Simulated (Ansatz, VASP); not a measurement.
# SiC3: VASP beside Ansatz

```
Si C
1.0
     3.42299    0.00000    0.00000
     0.00000    3.42299    0.00000
     0.00000    0.00000    3.38927
Si C
1 3
Direct
  0.00000 0.00000 0.00000
  0.50000 0.50000 0.21282
  0.00000 0.00000 0.50000
  0.50000 0.50000 0.78718
```

Alike in both runs: functional PBE; k mesh 6 × 6 × 2; occupations gaussian, width 0.1 eV; no spin polarisation.

Ansatz relaxed the structure, and its values are those at the end. VASP's run is a single point on that final structure, the one shown.

|  | VASP | Ansatz |
| --- | --- | --- |
| version | VASP 6.6.1 | Ansatz 0.2.0 |
| potentials or method | VASP PAW PBE potentials, release 64 (Si, C), cutoff 520 eV | scalar-relativistic, plane waves, PAW |
| valence electrons in the cell | 16 | 16 |

VASP gave:

| Item | Value |
| --- | --- |
| gap on the k mesh at the Fermi level (eV) | none |
| pressure (GPa) | 0.2 |
| rms of the force components (eV/Å) | 0.026 |

**Question.** What did Ansatz give for the same quantities?

**Answer.** gap on the k mesh at the Fermi level (eV): none; pressure (GPa): 0.1; rms of the force components (eV/Å): 0.005.

A gap of «none» marks a metal or a gap that the smearing closes.

The k mesh is coarse, so the values compare programs but aren't converged.
